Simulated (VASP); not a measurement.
# BN (Fmm2) in VASP: further runs

The runs below take BN through single point, with PBE.

Program: VASP 6.6.1. These are calculated values, not measurements. Logs are shortened: lines on timing, memory, paths and dates and some standing lists are left out, and cuts for length are marked.

### Step 1. The cell of the first run

It takes space group Fmm2 (No. 42, orthorhombic). The conventional cell has a = 2.552 Å, b = 7.128 Å, c = 4.417 Å, α = 90.00°, β = 90.00°, γ = 90.00°. Within 2.0 Å of N (site symmetry mm2) lie 3 B at 1.47 Å. B (site symmetry mm2) has 3 N at 1.47 Å within 2.0 Å.

### Step 2. Single point, PBE (volume scaled by 1.06)

The input, INCAR:

```
SYSTEM = BN
PREC = Accurate
ENCUT = 520
EDIFF = 1E-7
ISMEAR = -1
SIGMA = 0.05
LREAL = .False.
LASPH = .True.
NELM = 60
ALGO = Normal
ISIF = 2
LWAVE = .False.
LCHARG = .True.
GGA = PE
LELF = .True.
LVHAR = .True.
NBANDS = 11
```

The input, KPOINTS:

```
regular mesh
0
Gamma
  13 13 13
  0 0 0
```

The input, POSCAR:

```
BN
1.0
    0.0000000000      3.5638688387      2.2085744028
    1.2761801381      0.0000000000      2.2085744028
    1.2761801381      3.5638688387      0.0000000000
N B
1 1
Direct
    0.6666513400      0.6666513400      0.3333486600
    0.0000486500      0.0000486500      0.9999513500
```

Potentials or basis: VASP PAW PBE potentials, release 64 (N, B).

On the command line:

```
$ cat potpaw_PBE.64/N/POTCAR potpaw_PBE.64/B/POTCAR > POTCAR
$ mpirun -np 1 vasp_std > vasp.out
```

OUTCAR:

```text
SYSTEM = BN
   PREC = Accurate
   ENCUT = 520
   EDIFF = 1E-7
   ISMEAR = -1
   LREAL = .False.
   LASPH = .True.
   NELM = 60
   ISIF = 2
   GGA = PE

 ion  position               nearest neighbor table
   1  0.667  0.667  0.333-   2 1.47   2 1.47   2 1.47
   2  0.000  0.000  1.000-   1 1.47   1 1.47   1 1.47

  LATTYP: Found a face centered orthorhombic cell.
 ALAT       =     2.5523602762
 B/A-ratio  =     1.7306133647
 C/A-ratio  =     2.7926064137

  Lattice vectors:

 A1 = (   0.0000000000,   3.5638688387,   2.2085744028)
 A2 = (  -1.2761801381,   3.5638688387,   0.0000000000)
 A3 = (  -1.2761801381,   0.0000000000,   2.2085744028)

Analysis of symmetry for initial positions (statically):
=====================================================================
 Subroutine PRICEL returns:
 Original cell was already a primitive cell.

 Routine SETGRP: Setting up the symmetry group for a
 face centered orthorhombic supercell.

 Subroutine GETGRP returns: Found  4 space group operations
 (whereof  4 operations were pure point group operations)
 out of a pool of  8 trial point group operations.

The static configuration has the point symmetry C_2v.

Analysis of symmetry for dynamics (positions and initial velocities):
=====================================================================
 Subroutine PRICEL returns:
 Original cell was already a primitive cell.

 Routine SETGRP: Setting up the symmetry group for a
 face centered orthorhombic supercell.

 Subroutine GETGRP returns: Found  4 space group operations
 (whereof  4 operations were pure point group operations)
 out of a pool of  8 trial point group operations.

The dynamic configuration has the point symmetry C_2v.

 Subroutine INISYM returns: Found  4 space group operations
 (whereof  4 operations are pure point group operations),
 and found     1 'primitive' translations

----------------------------------------------------------------------------------------

                                     Primitive cell

  volume of cell :      20.0898

  direct lattice vectors                    reciprocal lattice vectors
     0.000000000  3.563868839  2.208574403    -0.391794219  0.140296970  0.226390381
     1.276180138  0.000000000  2.208574403     0.391794219 -0.140296970  0.226390381
     1.276180138  3.563868839  0.000000000     0.391794219  0.140296970 -0.226390381

  length of vectors
     4.192727274  2.550771773  3.785471813     0.473749463  0.473749463  0.473749463

  position of ions in fractional coordinates (direct lattice)
     0.666651340  0.666651340  0.333348660
     0.000048650  0.000048650  0.999951350

  ion indices of the primitive-cell ions
   primitive index   ion index
                 1           1
                 2           2

----------------------------------------------------------------------------------------

 KPOINTS: regular mesh

Automatic generation of k-mesh.
 Grid dimensions read from file:
 generate k-points for:   13   13   13

 Generating k-lattice:

  Cartesian coordinates                     Fractional coordinates (reciprocal lattice)
    -0.030138017  0.010792075  0.017414645     0.076923077  0.000000000  0.000000000
     0.030138017 -0.010792075  0.017414645     0.000000000  0.076923077  0.000000000
     0.030138017  0.010792075 -0.017414645     0.000000000  0.000000000  0.076923077

  Length of vectors
     0.036442266  0.036442266  0.036442266

  Shift w.r.t. Gamma in fractional coordinates (k-lattice)
     0.000000000  0.000000000  0.000000000

 Subroutine IBZKPT returns following result:
 ===========================================

 Found    343 irreducible k-points:

 Following reciprocal coordinates:
            Coordinates               Weight
  0.000000  0.000000  0.000000      1.000000
  0.076923  0.000000  0.000000      8.000000
  0.153846  0.000000  0.000000      8.000000
  0.230769  0.000000  0.000000      8.000000
  0.307692  0.000000  0.000000      8.000000
  0.384615  0.000000 -0.000000      8.000000
[... 16 lines left out ...]
  0.384615  0.153846 -0.000000      8.000000
  0.461538  0.153846  0.000000      8.000000
 [... further k-points ...]
   k-points           NKPTS =    343   k-points in BZ     NKDIM =    343   number of bands    NBANDS=     11
   number of dos      NEDOS =    301   number of ions     NIONS =      2
   total plane-waves  NPLWV =  17920
   dimension x,y,z NGX =    32 NGY =   20 NGZ =   28
   dimension x,y,z NGXF=    64 NGYF=   40 NGZF=   56
   ions per type =               1   1
   NGX,Y,Z   is equivalent  to a cutoff of  12.69, 13.03, 12.30 a.u.
   NGXF,Y,Z  is equivalent  to a cutoff of  25.38, 26.07, 24.59 a.u.
 SYSTEM =  BN
   PREC   = accura    normal or accurate (medium, high low for compatibility)
   ISTART =      0    job   : 0-new  1-cont  2-samecut
   ICHARG =      2    charge: 1-file 2-atom 10-const
   ISPIN  =      1    spin polarized calculation?
   LNONCOLLINEAR =      F non collinear calculations
   LSORBIT =      F    spin-orbit coupling
   LASPH  =      T    aspherical Exc in radial PAW
   ENCUT  =  520.0 eV  38.22 Ry    6.18 a.u.   7.80  4.74  7.04*2*pi/ulx,y,z
   NELM   =     60;   NELMIN=  2; NELMDL= -5     # of ELM steps
   EDIFF  = 0.1E-06   stopping-criterion for ELM
   LREAL  =      F    real-space projection
   EDIFFG = 0.1E-05   stopping-criterion for IOM
   NSW    =      0    number of steps for IOM
   IBRION =     -1    ionic relax: 0-MD 1-quasi-New 2-CG
   NFREE  =      0    steps in history (QN), initial steepest desc. (CG)
   ISIF   =      2    stress and relaxation
   ISYM   =      2    0-nonsym 1-usesym 2-fastsym
   POTIM  = 0.5000    time-step for ionic-motion
   TEBEG  =    0.0;   TEEND  =   0.0 temperature during run
   PSTRESS=    0.0 pullay stress
   NELECT =       8.0000    total number of electrons
   NUPDOWN=      -1.0000    fix difference up-down
   EMIN   =  10.00;   EMAX   =-10.00  energy-range for DOS
   EFERMI =   0.00;   METHOD = LEGACY
   ISMEAR =    -1;   SIGMA  =   0.05  broadening in eV -4-tet -1-fermi 0-gaus
   EFERMI_NEDOS =   21; number of points for ismear=-14 and -15
   IALGO  =     38    algorithm
   IMIX   =      4    mixing-type and parameters
     AMIX     =   0.40;   BMIX     =  1.00
     AMIX_MAG =   1.60;   BMIX_MAG =  1.00
  volume/ion in A,a.u.               =      10.04        67.79
  Fermi-wavevector in a.u.,A,eV,Ry     =   1.204425  2.276032 19.737134  1.450638
  Thomas-Fermi vector in A             =   2.340150
   LORBIT       =      0    0 simple, 1 ext, 2 COOP (PROOUT), +10 PAW based schemes
   GGA     = PE    functional components
   LHFCALC =     F    Hartree Fock is set to
   AEXX    =    0.0000 exact exchange contribution
   IVDW    =     0    specifies the selected vdW correction
   LEPSILON=     F    determine dielectric tensor
   LRPA    =     F    only Hartree local field effects (RPA)
 non-spin polarized calculation
  energy-cutoff  :      520.00
  volume of cell :       20.09
 maximum number of plane-waves:       562
   NGX = 15   NGY =  9   NGZ = 15

 number of electron       8.0000000 magnetization

 Free energy of the ion-electron system (eV)
  ---------------------------------------------------
  ext. energy  EPLUGINS =         0.00000000
  ---------------------------------------------------
  free energy    TOTEN  =       -17.56515269 eV

  energy without entropy =      -17.56515269  energy(sigma->0) =      -17.56515269

 E-fermi :   2.6031     XC(G=0):  -9.5000

 val. band max:        1.5870230169   @ k =   0.4615  -0.3846   0.1538
 cond. band min:       5.4398143690   @ k =   0.0000   0.4615   0.4615
 fundamental gap:      3.8527913521
 Fermi energy:         2.6030660934

 k-point     1 :       0.0000    0.0000    0.0000
  band No.  band energies     occupation
      1     -15.9136      2.00000
      2      -2.6545      2.00000
      3       0.1157      2.00000
      4       0.1217      2.00000
      5       6.3718      0.00000
      6      12.6323      0.00000
      7      12.6858      0.00000
      8      13.8711      0.00000
      9      14.9590      0.00000
     10      26.2452      0.00000
     11      27.3856      0.00000

 k-point     2 :       0.0769    0.0000    0.0000
  band No.  band energies     occupation
      1     -15.8007      2.00000
      2      -2.5439      2.00000
      3      -0.3532      2.00000
      4      -0.0918      2.00000
      5       6.6371      0.00000
      6      12.5975      0.00000
      7      13.1256      0.00000
      8      13.4888      0.00000
      9      15.3386      0.00000
     10      26.1265      0.00000
     11      26.5826      0.00000

 k-point     3 :       0.1538    0.0000    0.0000
  band No.  band energies     occupation
      1     -15.4683      2.00000
      2      -2.2162      2.00000
      3      -1.5553      2.00000
      4      -0.6163      2.00000
      5       7.3397      0.00000
      6      12.3692      0.00000
      7      12.5149      0.00000
      8      14.4427      0.00000
      9      16.2973      0.00000
     10      23.7672      0.00000
     11      27.2714      0.00000

 k-point     4 :       0.2308    0.0000    0.0000
  band No.  band energies     occupation
      1     -14.9366      2.00000
      2      -3.1255      2.00000
      3      -1.6595      2.00000
      4      -1.2543      2.00000
      5       8.2859      0.00000
      6      11.0123      0.00000
      7      12.2936      0.00000
      8      16.3398      0.00000
      9      17.5273      0.00000
     10      21.6785      0.00000
     11      26.2007      0.00000
[... 239 lines left out ...]
 k-point    22 :       0.3077    0.1538    0.0000
  band No.  band energies     occupation
      1     -14.6445      2.00000
      2      -3.5687      2.00000
      3      -2.0471      2.00000
      4      -1.1690      2.00000
      5       8.6316      0.00000
      6      10.5089      0.00000
      7      13.2285      0.00000
      8      15.2874      0.00000
      9      18.9953      0.00000
     10      20.6517      0.00000
     11      25.6333      0.00000

 k-point    23 :       0.3846    0.1538   -0.0000
  band No.  band energies     occupation
      1     -13.9876      2.00000
      2      -4.8097      2.00000
      3      -2.8487      2.00000
      4      -0.4453      2.00000
      5       8.6195      0.00000
      6      10.2975      0.00000
      7      13.5376      0.00000
      8      16.2974      0.00000
      9      18.6192      0.00000
     10      20.8597      0.00000
     11      24.8650      0.00000

 k-point    24 :       0.4615    0.1538    0.0000
  band No.  band energies     occupation
      1     -13.2939      2.00000
      2      -5.9944      2.00000
      3      -3.3962      2.00000
      4       0.3336      2.00000
      5       7.2846      0.00000
      6      11.4942      0.00000
      7      13.7673      0.00000
      8      16.9024      0.00000
      9      18.2508      0.00000
     10      21.8918      0.00000
     11      23.7611      0.00000

 [... further k-points ...]
[... 5 lines left out ...]
  --------------------------------------------------------------------------------------
  -------------------------------------------------------------------------------------
  Total       -1.7944375      0.1506473     -1.7867228      0.0000000      0.0000000      0.0000000
  in kB     -143.1077641     12.0142356   -142.4925114      0.0000000      0.0000000      0.0000000
  external PRESSURE =     -91.1953466 kB  Pullay stress =       0.0000000 kB

 VOLUME and BASIS-vectors are now :
 -----------------------------------------------------------------------------
  energy-cutoff  :      520.00
  volume of cell :       20.09
      direct lattice vectors                 reciprocal lattice vectors
     0.000000000  3.563868839  2.208574403    -0.391794219  0.140296970  0.226390381
     1.276180138  0.000000000  2.208574403     0.391794219 -0.140296970  0.226390381
     1.276180138  3.563868839  0.000000000     0.391794219  0.140296970 -0.226390381

 POSITION                                       TOTAL-FORCE (eV/Angst)
 -----------------------------------------------------------------------------------
      1.27618      3.56387      2.94470         0.000000      0.000000     -0.007104
      1.27618      3.56387      0.00021         0.000000      0.000000      0.007104
 -----------------------------------------------------------------------------------
    total drift:                                0.000002      0.000007      0.000024

  FREE ENERGIE OF THE ION-ELECTRON SYSTEM (eV)
  ---------------------------------------------------
  free  energy   TOTEN  =       -17.5651526860 eV

  energy  without entropy=      -17.5651526860  energy(sigma->0) =      -17.56515269
```

Run time: 92 s. Hardware: 1 thread of Intel Xeon Platinum 8488C (Sapphire Rapids), shared host; peak memory 0.2 GiB.

Results:

```yaml
Free_energy: -17.5652 eV
Pressure: -9.1 GPa
Largest_force: 0.007 eV/Å
Band_gap_on_the_k_mesh: 3.85 eV, indirect (least direct gap 4.51 eV)
```

Forces on the atoms (eV/Å):
```
N    0.000  0.000 -0.007
B    0.000  0.000  0.007
```

Stress tensor (GPa, compression positive):
```
-14.31   0.00   0.00
  0.00   1.20   0.00
  0.00   0.00 -14.25
```

[end of part 1 of 2]
